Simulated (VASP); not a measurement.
# Li2RhN2 (C2) in VASP: single point with PBE

Aim: the single point of Li2RhN2 with PBE.

Everything below comes from runs of VASP 6.6.1. Logs are shortened: lines on timing, memory, paths and dates and some standing lists are left out, and cuts for length are marked.

### Step 1. The cell of the first run

It takes space group C2 (No. 5, monoclinic). Conventional cell: a = 5.580 Å, b = 3.221 Å, c = 5.076 Å, α = 90.00°, β = 90.00°, γ = 90.00°. Within 2.9 Å of Li (site symmetry 1) lie 5 N at 2.00 to 2.86 Å and 3 Li at 2.38 Å and 3 Rh at 2.47 to 2.72 Å. Rh (site symmetry 2) has 6 N at 2.00 to 2.30 Å and 4 Li at 2.47 to 2.60 Å within 2.6 Å. N (site symmetry 1) has 3 Rh at 2.00 to 2.30 Å and 4 Li at 2.00 to 2.21 Å within 2.6 Å.

### Step 2. Single point, PBE

Contents of INCAR:

```
SYSTEM = Li2RhN2
PREC = Accurate
ENCUT = 520
EDIFF = 1E-6
ISMEAR = 0
SIGMA = 0.1
LREAL = .FALSE.
LASPH = .TRUE.
NELM = 100
ALGO = Normal
ISIF = 2
LWAVE = .FALSE.
LCHARG = .FALSE.
GGA = PE
NELECT = 30.0
NBANDS = 24
```

Contents of KPOINTS:

```
regular mesh
0
G
  3 3 2
  0 0 0
```

Contents of POSCAR:

```
Li2RhN2
1.0
    3.2214626416      0.0000000000      0.0000000000
   -1.6107313208      2.7898684850      0.0000000000
    0.0000000000      0.0000000000      5.0759660458
Li Rh N
2 1 2
Direct
    0.6666666667      0.3333333333      0.3544900000
    0.3333333333      0.6666666667      0.6455100000
    0.0620836006      0.0000000000      0.0000000000
    0.6666666667      0.3333333333      0.7906920000
    0.3333333333      0.6666666667      0.2093080000
```

Potentials or basis: VASP PAW PBE potentials, release 64 (Li_sv, Rh_pv, N).

Launch:

```
> cat potpaw_PBE.64/Li_sv/POTCAR potpaw_PBE.64/Rh_pv/POTCAR potpaw_PBE.64/N/POTCAR > POTCAR
> mpirun -np 1 vasp_std > vasp.out
```

OUTCAR:

```text
SYSTEM = Li2RhN2
   PREC = Accurate
   ENCUT = 520
   EDIFF = 1E-6
   ISMEAR = 0
   LREAL = .FALSE.
   LASPH = .TRUE.
   NELM = 100
   ISIF = 2
   GGA = PE
   NELECT = 30.0

 ion  position               nearest neighbor table
   1  0.667  0.333  0.354-   5 2.00   5 2.00   5 2.00   2 2.38   2 2.38   2 2.38   3 2.47   3 2.60
                             3 2.72
   2  0.333  0.667  0.646-   4 2.00   4 2.00   4 2.00   1 2.38   1 2.38   1 2.38   3 2.47   3 2.60
                             3 2.72
   3  0.062  0.000  0.000-   5 2.00   4 2.00   4 2.15   5 2.15   4 2.30   5 2.30   2 2.47   1 2.47
                             1 2.60   2 2.60   1 2.72   2 2.72
   4  0.667  0.333  0.791-   3 2.00   2 2.00   2 2.00   2 2.00   3 2.15   3 2.30
   5  0.333  0.667  0.209-   3 2.00   1 2.00   1 2.00   1 2.00   3 2.15   3 2.30

  LATTYP: Found a hexagonal cell.
 ALAT       =     3.2214626416
 C/A-ratio  =     1.5756712433

  Lattice vectors:

 A1 = (   3.2214626416,   0.0000000000,   0.0000000000)
 A2 = (  -1.6107313208,   2.7898684850,   0.0000000000)
 A3 = (   0.0000000000,   0.0000000000,   5.0759660458)

Analysis of symmetry for initial positions (statically):
=====================================================================
 Subroutine PRICEL returns:
 Original cell was already a primitive cell.

 Routine SETGRP: Setting up the symmetry group for a
 hexagonal supercell.

 Subroutine GETGRP returns: Found  2 space group operations
 (whereof  2 operations were pure point group operations)
 out of a pool of 24 trial point group operations.

The static configuration has the point symmetry C_2 .

Analysis of symmetry for dynamics (positions and initial velocities):
=====================================================================
 Subroutine PRICEL returns:
 Original cell was already a primitive cell.

 Routine SETGRP: Setting up the symmetry group for a
 hexagonal supercell.

 Subroutine GETGRP returns: Found  2 space group operations
 (whereof  2 operations were pure point group operations)
 out of a pool of 24 trial point group operations.

The dynamic configuration has the point symmetry C_2 .

 Subroutine INISYM returns: Found  2 space group operations
 (whereof  2 operations are pure point group operations),
 and found     1 'primitive' translations

----------------------------------------------------------------------------------------

                                     Primitive cell

  volume of cell :      45.6200

  direct lattice vectors                    reciprocal lattice vectors
     3.221462642  0.000000000  0.000000000     0.310418003  0.179219918  0.000000000
    -1.610731321  2.789868485  0.000000000     0.000000000  0.358439835  0.000000000
     0.000000000  0.000000000  5.075966046     0.000000000  0.000000000  0.197006834

  length of vectors
     3.221462642  3.221462642  5.075966046     0.358439835  0.358439835  0.197006834

  position of ions in fractional coordinates (direct lattice)
     0.666666667  0.333333333  0.354490000
     0.333333333  0.666666667  0.645510000
     0.062083601  0.000000000  0.000000000
     0.666666667  0.333333333  0.790692000
     0.333333333  0.666666667  0.209308000

  ion indices of the primitive-cell ions
   primitive index   ion index
                 1           1
                 2           2
                 3           3
                 4           4
                 5           5

----------------------------------------------------------------------------------------

 KPOINTS: regular mesh

Automatic generation of k-mesh.
 Grid dimensions read from file:
 generate k-points for:    3    3    2

 Generating k-lattice:

  Cartesian coordinates                     Fractional coordinates (reciprocal lattice)
     0.103472668  0.059739973  0.000000000     0.333333333  0.000000000  0.000000000
     0.000000000  0.119479945  0.000000000     0.000000000  0.333333333  0.000000000
     0.000000000  0.000000000  0.098503417     0.000000000  0.000000000  0.500000000

  Length of vectors
     0.119479945  0.119479945  0.098503417

  Shift w.r.t. Gamma in fractional coordinates (k-lattice)
     0.000000000  0.000000000  0.000000000

 Subroutine IBZKPT returns following result:
 ===========================================

 Found      8 irreducible k-points:

 Following reciprocal coordinates:
            Coordinates               Weight
  0.000000  0.000000  0.000000      1.000000
  0.333333  0.000000  0.000000      4.000000
  0.000000  0.333333  0.000000      2.000000
  0.333333  0.333333  0.000000      2.000000
  0.000000  0.000000  0.500000      1.000000
  0.333333  0.000000  0.500000      4.000000
  0.000000  0.333333  0.500000      2.000000
  0.333333  0.333333  0.500000      2.000000
   k-points           NKPTS =      8   k-points in BZ     NKDIM =      8   number of bands    NBANDS=     24
   number of dos      NEDOS =    301   number of ions     NIONS =      5
   total plane-waves  NPLWV =  23040
   dimension x,y,z NGX =    24 NGY =   24 NGZ =   40
   dimension x,y,z NGXF=    48 NGYF=   48 NGZF=   80
   ions per type =               2   1   2
   NGX,Y,Z   is equivalent  to a cutoff of  12.39, 12.39, 13.10 a.u.
   NGXF,Y,Z  is equivalent  to a cutoff of  24.77, 24.77, 26.20 a.u.
 SYSTEM =  Li2RhN2
   PREC   = accura    normal or accurate (medium, high low for compatibility)
   ISTART =      0    job   : 0-new  1-cont  2-samecut
   ICHARG =      2    charge: 1-file 2-atom 10-const
   ISPIN  =      1    spin polarized calculation?
   LNONCOLLINEAR =      F non collinear calculations
   LSORBIT =      F    spin-orbit coupling
   LASPH  =      T    aspherical Exc in radial PAW
   ENCUT  =  520.0 eV  38.22 Ry    6.18 a.u.   5.99  5.99  9.44*2*pi/ulx,y,z
   NELM   =    100;   NELMIN=  2; NELMDL= -5     # of ELM steps
   EDIFF  = 0.1E-05   stopping-criterion for ELM
   LREAL  =      F    real-space projection
   EDIFFG = 0.1E-04   stopping-criterion for IOM
   NSW    =      0    number of steps for IOM
   IBRION =     -1    ionic relax: 0-MD 1-quasi-New 2-CG
   NFREE  =      0    steps in history (QN), initial steepest desc. (CG)
   ISIF   =      2    stress and relaxation
   ISYM   =      2    0-nonsym 1-usesym 2-fastsym
   POTIM  = 0.5000    time-step for ionic-motion
   TEBEG  =    0.0;   TEEND  =   0.0 temperature during run
   PSTRESS=    0.0 pullay stress
   NELECT =      30.0000    total number of electrons
   NUPDOWN=      -1.0000    fix difference up-down
   EMIN   =  10.00;   EMAX   =-10.00  energy-range for DOS
   EFERMI =   0.00;   METHOD = LEGACY
   ISMEAR =     0;   SIGMA  =   0.10  broadening in eV -4-tet -1-fermi 0-gaus
   EFERMI_NEDOS =   21; number of points for ismear=-14 and -15
   IALGO  =     38    algorithm
   IMIX   =      4    mixing-type and parameters
     AMIX     =   0.40;   BMIX     =  1.00
     AMIX_MAG =   1.60;   BMIX_MAG =  1.00
  volume/ion in A,a.u.               =       9.12        61.57
  Fermi-wavevector in a.u.,A,eV,Ry     =   1.423629  2.690268 27.575182  2.026719
  Thomas-Fermi vector in A             =   2.544206
   LORBIT       =      0    0 simple, 1 ext, 2 COOP (PROOUT), +10 PAW based schemes
   GGA     = PE    functional components
   LHFCALC =     F    Hartree Fock is set to
   AEXX    =    0.0000 exact exchange contribution
   IVDW    =     0    specifies the selected vdW correction
   LEPSILON=     F    determine dielectric tensor
   LRPA    =     F    only Hartree local field effects (RPA)
 non-spin polarized calculation
 Gauss-broadening in eV      SIGMA  =   0.10
  energy-cutoff  :      520.00
  volume of cell :       45.62
 maximum number of plane-waves:      1236
 NGX is ok and might be reduce to    24
   NGX = 11   NGY = 11   NGZ = 19

 number of electron      30.0000017 magnetization

 Free energy of the ion-electron system (eV)
  ---------------------------------------------------
  ext. energy  EPLUGINS =         0.00000000
  ---------------------------------------------------
  free energy    TOTEN  =       -33.66631956 eV

  energy without entropy =      -33.62420784  energy(sigma->0) =      -33.64526370

 E-fermi :   5.6729     XC(G=0): -11.1795

 val. band max:        5.5895819522   @ k =   0.3333   0.3333   0.5000
 cond. band min:       5.6782537657   @ k =   0.0000   0.3333   0.5000
 fundamental gap:      0.0886718135
 Fermi energy:         5.6729052199

 k-point     1 :       0.0000    0.0000    0.0000
  band No.  band energies     occupation
      1     -41.5300      2.00000
      2     -41.5292      2.00000
      3     -41.4106      2.00000
      4     -37.8573      2.00000
      5     -37.7273      2.00000
      6      -8.9643      2.00000
[... 16 lines left out ...]
     23      18.3080      0.00000
     24      20.1119      0.00000

 k-point     2 :       0.3333    0.0000    0.0000
  band No.  band energies     occupation
      1     -41.5938      2.00000
      2     -41.5399      2.00000
      3     -41.4081      2.00000
      4     -37.8212      2.00000
      5     -37.7488      2.00000
      6      -8.0811      2.00000
[... 16 lines left out ...]
     23      18.1294      0.00000
     24      18.4479      0.00000

 k-point     3 :       0.0000    0.3333    0.0000
  band No.  band energies     occupation
      1     -41.5831      2.00000
      2     -41.5465      2.00000
      3     -41.4133      2.00000
      4     -37.8210      2.00000
      5     -37.7489      2.00000
      6      -8.0772      2.00000
[... 16 lines left out ...]
     23      18.1680      0.00000
     24      18.2568      0.00000

 k-point     4 :       0.3333    0.3333    0.0000
  band No.  band energies     occupation
      1     -41.5924      2.00000
      2     -41.5776      2.00000
      3     -41.4081      2.00000
      4     -37.7815      2.00000
      5     -37.7811      2.00000
      6      -7.6199      2.00000
[... 16 lines left out ...]
     23      18.2055      0.00000
     24      18.3660      0.00000

 k-point     5 :       0.0000    0.0000    0.5000
  band No.  band energies     occupation
      1     -41.5300      2.00000
      2     -41.5293      2.00000
      3     -41.4109      2.00000
      4     -37.8519      2.00000
      5     -37.7321      2.00000
      6      -8.9095      2.00000
[... 16 lines left out ...]
     23      18.0984      0.00000
     24      20.1314      0.00000

 k-point     6 :       0.3333    0.0000    0.5000
  band No.  band energies     occupation
      1     -41.5937      2.00000
      2     -41.5399      2.00000
      3     -41.4082      2.00000
      4     -37.8205      2.00000
      5     -37.7492      2.00000
      6      -8.0493      2.00000
[... 16 lines left out ...]
     23      18.4138      0.00000
     24      19.2378      0.00000

 k-point     7 :       0.0000    0.3333    0.5000
  band No.  band energies     occupation
      1     -41.5831      2.00000
      2     -41.5465      2.00000
      3     -41.4134      2.00000
      4     -37.8207      2.00000
      5     -37.7491      2.00000
      6      -8.0428      2.00000
[... 16 lines left out ...]
     23      18.4866      0.00000
     24      19.3227      0.00000

 k-point     8 :       0.3333    0.3333    0.5000
  band No.  band energies     occupation
      1     -41.5924      2.00000
      2     -41.5776      2.00000
      3     -41.4082      2.00000
      4     -37.7815      2.00000
      5     -37.7813      2.00000
      6      -7.6285      2.00000
[... 16 lines left out ...]
     23      19.5151      0.00000
     24      19.6617      0.00000

------------------------ aborting loop because EDIFF is reached ----------------------------------------

  FORCE on cell =-STRESS in cart. coord.  units (eV):
  Direction    XX          YY          ZZ          XY          YZ          ZX
  --------------------------------------------------------------------------------------
  -------------------------------------------------------------------------------------
  Total      -12.2267081    -11.7978402     -7.9390718      0.0000000     -0.4166342      0.0000000
  in kB     -429.4025172   -414.3406604   -278.8205469      0.0000000    -14.6322129      0.0000000
  external PRESSURE =    -374.1879082 kB  Pullay stress =       0.0000000 kB

 VOLUME and BASIS-vectors are now :
 -----------------------------------------------------------------------------
  energy-cutoff  :      520.00
  volume of cell :       45.62
      direct lattice vectors                 reciprocal lattice vectors
     3.221462642  0.000000000  0.000000000     0.310418003  0.179219918  0.000000000
    -1.610731321  2.789868485  0.000000000     0.000000000  0.358439835  0.000000000
     0.000000000  0.000000000  5.075966046     0.000000000  0.000000000  0.197006834

 POSITION                                       TOTAL-FORCE (eV/Angst)
 -----------------------------------------------------------------------------------
      1.61073      0.92996      1.79938         0.184249     -0.018676      0.506017
     -0.00000      1.85991      3.27659         0.184249      0.018676     -0.506017
      0.20000      0.00000      0.00000        -0.358711      0.000000      0.000000
      1.61073      0.92996      4.01353        -0.004893      0.110646      0.405116
     -0.00000      1.85991      1.06244        -0.004893     -0.110646     -0.405116
 -----------------------------------------------------------------------------------
    total drift:                               -0.000067      0.000001      0.000000

  FREE ENERGIE OF THE ION-ELECTRON SYSTEM (eV)
  ---------------------------------------------------
  free  energy   TOTEN  =       -33.6663195581 eV

  energy  without entropy=      -33.6242078363  energy(sigma->0) =      -33.64526370
```

It took 16 s on 1 thread of Intel Xeon 8259CL, shared host; peak memory 0.16 GiB.

Results:

```
Free energy   : -33.6663 eV
Largest force : 0.539 eV/Å
```

Forces on the atoms (eV/Å):
```
Li   0.184 -0.019  0.506
Li   0.184  0.019 -0.506
Rh  -0.359  0.000  0.000
N   -0.005  0.111  0.405
N   -0.005 -0.111 -0.405
```

Caveat: the k points lie up to 0.75 Å⁻¹ apart; the cell carries a net charge on a neutralising background, which shifts energy and pressure; the cell is charged against a uniform background, so pressure and absolute levels hang on convention; the cutoff is under 1.25 times the usual one of these potentials, so pressure, stress and relaxed cells hold a basis-set (Pulay) error.
